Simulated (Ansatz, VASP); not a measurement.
## Zn3F in VASP and in Ansatz

```xyz
4
Lattice="2.7117 0.0000 0.0000 -1.3559 2.3484 0.0000 0.0000 0.0000 8.8382" Properties=species:S:1:pos:R:3 pbc="T T T"
Zn    0.0000    0.0000    0.0000
Zn    1.3559    0.7828    6.2256
Zn    1.3559    0.7828    2.6126
F     0.0000    0.0000    4.4191
```

Change from the starting cell: species swapped into the MgSn3 type (P-6m2, No. 187).

Alike in both runs: functional PBE; k mesh 6 × 6 × 2; occupations gaussian, width 0.1 eV; no spin polarisation.

Ansatz relaxed the structure, and its values are those at the end. VASP's run is a single point on that final structure, the one shown.

|  | VASP | Ansatz |
| --- | --- | --- |
| version | VASP 6.6.1 | Ansatz 0.2.0 |
| potentials or method | VASP PAW PBE potentials, release 64 (Zn, F), cutoff 520 eV | scalar-relativistic, plane waves, PAW |
| valence electrons in the cell | 43 | 43 |

```csv
,VASP,Ansatz,Ansatz less VASP
gap on the k mesh at the Fermi level (eV),none,none,-
pressure (GPa),0.2,0.0,-0.13
rms of the force components (eV/Å),0.005,0.001,-0.0047
```

A gap of «none» marks a metal or a gap that the smearing closes.

The k mesh is coarse, so the values compare programs but aren't converged.
